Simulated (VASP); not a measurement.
# SrCaLaBiO6 (F-43m) in VASP: single point with PBE

Aim: the single point of SrCaLaBiO6 with PBE.

Everything below comes from runs of VASP 6.6.1. Logs are shortened: lines on timing, memory, paths and dates and some standing lists are left out, and cuts for length are marked.

## (1) The cell of the first run

It takes space group F-43m (No. 216, cubic). Conventional cell: a = 8.541 Å, b = 8.541 Å, c = 8.541 Å, α = 90.00°, β = 90.00°, γ = 90.00°. Sr (site symmetry -43m) has 12 O at 3.02 Å and 4 Ca at 3.70 Å and 4 Bi at 3.70 Å within 4.0 Å. Within 2.9 Å of Ca (site symmetry -43m) lie 6 O at 2.19 Å. La (site symmetry -43m) has 12 O at 3.02 Å and 4 Ca at 3.70 Å and 4 Bi at 3.70 Å within 4.0 Å. Within 2.8 Å of Bi (site symmetry -43m) lie 6 O at 2.08 Å. Within 2.8 Å of O (site symmetry 2mm) lie 1 Bi at 2.08 Å and 1 Ca at 2.19 Å.

## (2) Single point, PBE

INCAR reads:

```
SYSTEM = SrCaLaBiO6
PREC = Accurate ; ENCUT = 520
EDIFF = 1E-6 ; ISMEAR = 0
SIGMA = 0.01 ; LREAL = .False.
LASPH = .True. ; NELM = 80
ALGO = Normal ; ISIF = 2
LWAVE = .False. ; LCHARG = .False.
GGA = PE ; NBANDS = 52
```

KPOINTS reads:

```
Automatic mesh
0
Gamma
  4 4 4
  0 0 0
```

POSCAR reads:

```
SrCaLaBiO6
1.0
    0.0000000000      4.2706210000      4.2706210000
    4.2706210000      0.0000000000      4.2706210000
    4.2706210000      4.2706210000      0.0000000000
Sr Ca La Bi O
1 1 1 1 6
Direct
    0.2500000000      0.2500000000      0.2500000000
    0.5000000000      0.5000000000      0.5000000000
    0.7500000000      0.7500000000      0.7500000000
    0.0000000000      0.0000000000      0.0000000000
    0.7563220000      0.2436780000      0.2436780000
    0.2436780000      0.7563220000      0.7563220000
    0.7563220000      0.7563220000      0.2436780000
    0.2436780000      0.2436780000      0.7563220000
    0.2436780000      0.7563220000      0.2436780000
    0.7563220000      0.2436780000      0.7563220000
```

Potentials or basis: VASP PAW PBE potentials, release 64 (Sr_sv, Ca_sv, La, Bi_d, O).

Started as:

```
> cat potpaw_PBE.64/Sr_sv/POTCAR potpaw_PBE.64/Ca_sv/POTCAR potpaw_PBE.64/La/POTCAR potpaw_PBE.64/Bi_d/POTCAR potpaw_PBE.64/O/POTCAR > POTCAR
> mpirun -np 1 vasp_std > vasp.out
```

OUTCAR:

```text
SYSTEM = SrCaLaBiO6
   PREC = Accurate
   ENCUT = 520
   EDIFF = 1E-6
   ISMEAR = 0
   LREAL = .False.
   LASPH = .True.
   NELM = 80
   ISIF = 2
   GGA = PE

 ion  position               nearest neighbor table
   1  0.250  0.250  0.250-   5 3.02   7 3.02  10 3.02   6 3.02   7 3.02   9 3.02   6 3.02   8 3.02
                            10 3.02   5 3.02   8 3.02   9 3.02   2 3.70   4 3.70   4 3.70   4 3.70
   2  0.500  0.500  0.500-   5 2.19   6 2.19   7 2.19   8 2.19   9 2.19  10 2.19   1 3.70   1 3.70
                             1 3.70   1 3.70
   3  0.750  0.750  0.750-   4 3.70   4 3.70   4 3.70   4 3.70   1 4.27   1 4.27   1 4.27   1 4.27
                             1 4.27   1 4.27
   4  0.000  0.000  0.000-   5 2.08   6 2.08   7 2.08   8 2.08   9 2.08  10 2.08   3 3.70   3 3.70
                             1 3.70   3 3.70   3 3.70   1 3.70   1 3.70   1 3.70
   5  0.756  0.244  0.244-   4 2.08   2 2.19   1 3.02   1 3.02
   6  0.244  0.756  0.756-   4 2.08   2 2.19   1 3.02   1 3.02
   7  0.756  0.756  0.244-   4 2.08   2 2.19   1 3.02   1 3.02
   8  0.244  0.244  0.756-   4 2.08   2 2.19   1 3.02   1 3.02
   9  0.244  0.756  0.244-   4 2.08   2 2.19   1 3.02   1 3.02
  10  0.756  0.244  0.756-   4 2.08   2 2.19   1 3.02   1 3.02

  LATTYP: Found a face centered cubic cell.
 ALAT       =     8.5412420000

  Lattice vectors:

 A1 = (   0.0000000000,   4.2706210000,   4.2706210000)
 A2 = (   4.2706210000,   0.0000000000,   4.2706210000)
 A3 = (   4.2706210000,   4.2706210000,   0.0000000000)

Analysis of symmetry for initial positions (statically):
=====================================================================
 Subroutine PRICEL returns:
 Original cell was already a primitive cell.

 Routine SETGRP: Setting up the symmetry group for a
 face centered cubic supercell.

 Subroutine GETGRP returns: Found 24 space group operations
 (whereof 24 operations were pure point group operations)
 out of a pool of 48 trial point group operations.

The static configuration has the point symmetry T_d .

Analysis of symmetry for dynamics (positions and initial velocities):
=====================================================================
 Subroutine PRICEL returns:
 Original cell was already a primitive cell.

 Routine SETGRP: Setting up the symmetry group for a
 face centered cubic supercell.

 Subroutine GETGRP returns: Found 24 space group operations
[... 109 lines left out ...]
   ISYM   =      2    0-nonsym 1-usesym 2-fastsym
   POTIM  = 0.5000    time-step for ionic-motion
   TEBEG  =    0.0;   TEEND  =   0.0 temperature during run
   PSTRESS=    0.0 pullay stress
   NELECT =      82.0000    total number of electrons
   NUPDOWN=      -1.0000    fix difference up-down
   EMIN   =  10.00;   EMAX   =-10.00  energy-range for DOS
   EFERMI =   0.00;   METHOD = LEGACY
   ISMEAR =     0;   SIGMA  =   0.01  broadening in eV -4-tet -1-fermi 0-gaus
   EFERMI_NEDOS =   21; number of points for ismear=-14 and -15
   IALGO  =     38    algorithm
   IMIX   =      4    mixing-type and parameters
     AMIX     =   0.40;   BMIX     =  1.00
     AMIX_MAG =   1.60;   BMIX_MAG =  1.00
  volume/ion in A,a.u.               =      15.58       105.12
  Fermi-wavevector in a.u.,A,eV,Ry     =   1.321839  2.497913 23.772877  1.747257
  Thomas-Fermi vector in A             =   2.451563
   LORBIT       =      0    0 simple, 1 ext, 2 COOP (PROOUT), +10 PAW based schemes
   GGA     = PE    functional components
   LHFCALC =     F    Hartree Fock is set to
   AEXX    =    0.0000 exact exchange contribution
   IVDW    =     0    specifies the selected vdW correction
   LEPSILON=     F    determine dielectric tensor
   LRPA    =     F    only Hartree local field effects (RPA)
 non-spin polarized calculation
 Gauss-broadening in eV      SIGMA  =   0.01
  energy-cutoff  :      520.00
  volume of cell :      155.78
 maximum number of plane-waves:      4279
 NGX is ok and might be reduce to    48
   NGX = 23   NGY = 23   NGZ = 23

 number of electron      82.0000006 magnetization

 Free energy of the ion-electron system (eV)
  ---------------------------------------------------
  ext. energy  EPLUGINS =         0.00000000
  ---------------------------------------------------
  free energy    TOTEN  =       -63.92630791 eV

  energy without entropy =      -63.92630791  energy(sigma->0) =      -63.92630791

 E-fermi :   4.1054     XC(G=0): -10.3120

 val. band max:        3.9654525856   @ k =   0.0000   0.0000   0.0000
 cond. band min:       6.2745036140   @ k =   0.0000   0.0000   0.0000
 fundamental gap:      2.3090510284
 Fermi energy:         4.1054062466

 k-point     1 :       0.0000    0.0000    0.0000
  band No.  band energies     occupation
      1     -32.3822      2.00000
      2     -29.6454      2.00000
      3     -28.2674      2.00000
      4     -17.7374      2.00000
      5     -17.7374      2.00000
      6     -17.1996      2.00000
[... 429 lines left out ...]
     51       8.8524      0.00000
     52       8.9454      0.00000

------------------------ aborting loop because EDIFF is reached ----------------------------------------

  FORCE on cell =-STRESS in cart. coord.  units (eV):
  Direction    XX          YY          ZZ          XY          YZ          ZX
  --------------------------------------------------------------------------------------
  -------------------------------------------------------------------------------------
  Total       -0.8518283     -0.8518283     -0.8518283      0.0000000     -0.0000000      0.0000000
  in kB       -8.7611189     -8.7611189     -8.7611189      0.0000000     -0.0000000      0.0000000
  external PRESSURE =      -8.7611189 kB  Pullay stress =       0.0000000 kB

 VOLUME and BASIS-vectors are now :
 -----------------------------------------------------------------------------
  energy-cutoff  :      520.00
  volume of cell :      155.78
      direct lattice vectors                 reciprocal lattice vectors
     0.000000000  4.270621000  4.270621000    -0.117078992  0.117078992  0.117078992
     4.270621000  0.000000000  4.270621000     0.117078992 -0.117078992  0.117078992
     4.270621000  4.270621000  0.000000000     0.117078992  0.117078992 -0.117078992

 POSITION                                       TOTAL-FORCE (eV/Angst)
 -----------------------------------------------------------------------------------
      2.13531      2.13531      2.13531        -0.000000     -0.000000     -0.000000
      4.27062      4.27062      4.27062        -0.000000     -0.000000     -0.000000
      6.40593      6.40593      6.40593        -0.000000     -0.000000     -0.000000
      0.00000      0.00000      0.00000        -0.000000     -0.000000     -0.000000
      2.08131      4.27062      4.27062        -0.187052     -0.000000      0.000000
      6.45993      4.27062      4.27062         0.187052     -0.000000      0.000000
      4.27062      4.27062      6.45993         0.000000     -0.000000      0.187052
      4.27062      4.27062      2.08131         0.000000     -0.000000     -0.187052
      4.27062      2.08131      4.27062         0.000000     -0.187052      0.000000
      4.27062      6.45993      4.27062         0.000000      0.187052      0.000000
 -----------------------------------------------------------------------------------
    total drift:                                0.000000      0.000000      0.000000

  FREE ENERGIE OF THE ION-ELECTRON SYSTEM (eV)
  ---------------------------------------------------
  free  energy   TOTEN  =       -63.9263079144 eV

  energy  without entropy=      -63.9263079144  energy(sigma->0) =      -63.92630791
```

OSZICAR:

```text
N       E                     dE             d eps       ncg     rms          rms(c)
DAV:   1     0.107459627671E+04    0.10746E+04   -0.37856E+04   944   0.209E+03
DAV:   2     0.151747877833E+03   -0.92285E+03   -0.83731E+03   884   0.527E+02
DAV:   3    -0.559616880383E+02   -0.20771E+03   -0.19321E+03  1212   0.218E+02
DAV:   4    -0.741711847080E+02   -0.18209E+02   -0.18046E+02  1216   0.679E+01
DAV:   5    -0.753639351859E+02   -0.11928E+01   -0.11913E+01  1568   0.162E+01    0.198E+01
DAV:   6    -0.638337209193E+02    0.11530E+02   -0.66839E+01  1176   0.543E+01    0.110E+01
DAV:   7    -0.640186754280E+02   -0.18495E+00   -0.69617E+00  1208   0.136E+01    0.631E+00
DAV:   8    -0.639427293873E+02    0.75946E-01   -0.12488E+00  1192   0.660E+00    0.122E+00
DAV:   9    -0.639240538664E+02    0.18676E-01   -0.26422E-01  1344   0.283E+00    0.328E-01
DAV:  10    -0.639252818231E+02   -0.12280E-02   -0.26912E-02  1360   0.105E+00    0.167E-01
DAV:  11    -0.639261825590E+02   -0.90074E-03   -0.35108E-03  1368   0.314E-01    0.773E-02
DAV:  12    -0.639262970673E+02   -0.11451E-03   -0.66389E-04  1252   0.137E-01    0.365E-02
DAV:  13    -0.639263049302E+02   -0.78629E-05   -0.73906E-05  1360   0.482E-02    0.138E-02
DAV:  14    -0.639263072854E+02   -0.23552E-05   -0.76341E-06  1168   0.168E-02    0.573E-03
DAV:  15    -0.639263079144E+02   -0.62899E-06   -0.35336E-06   720   0.102E-02
   1 F= -.63926308E+02 E0= -.63926308E+02  d E =-.227283E-88
```

stdout:

```text
POSCAR found type information on POSCAR SrCaLaBiO
 POSCAR found :  5 types and      10 ions
 scaLAPACK will be used
 LDA part: xc-table for (Slater+PW92), standard interpolation
 POSCAR, INCAR and KPOINTS ok, starting setup
 FFT: planning ... GRIDC
 FFT: planning ... GRID_SOFT
 FFT: planning ... GRID
 WAVECAR not read
 entering main loop
```

Wall time 3.5 min (1 thread of Intel Xeon 8259CL, shared host); peak memory 0.39 GiB.

What came out:

```
Free energy            : -63.9263 eV
Pressure               : -0.9 GPa
Largest force          : 0.187 eV/Å
Band gap on the k mesh : 2.31 eV
```

Forces in eV/Å, atoms in the order of the input:
```
Sr   0.000  0.000  0.000
Ca   0.000  0.000  0.000
La   0.000  0.000  0.000
Bi   0.000  0.000  0.000
O   -0.187  0.000  0.000
O    0.187  0.000  0.000
O    0.000  0.000  0.187
O    0.000  0.000 -0.187
O    0.000 -0.187  0.000
O    0.000  0.187  0.000
```

Caveat: spin-orbit coupling is left out, which moves the levels of the heavy elements.
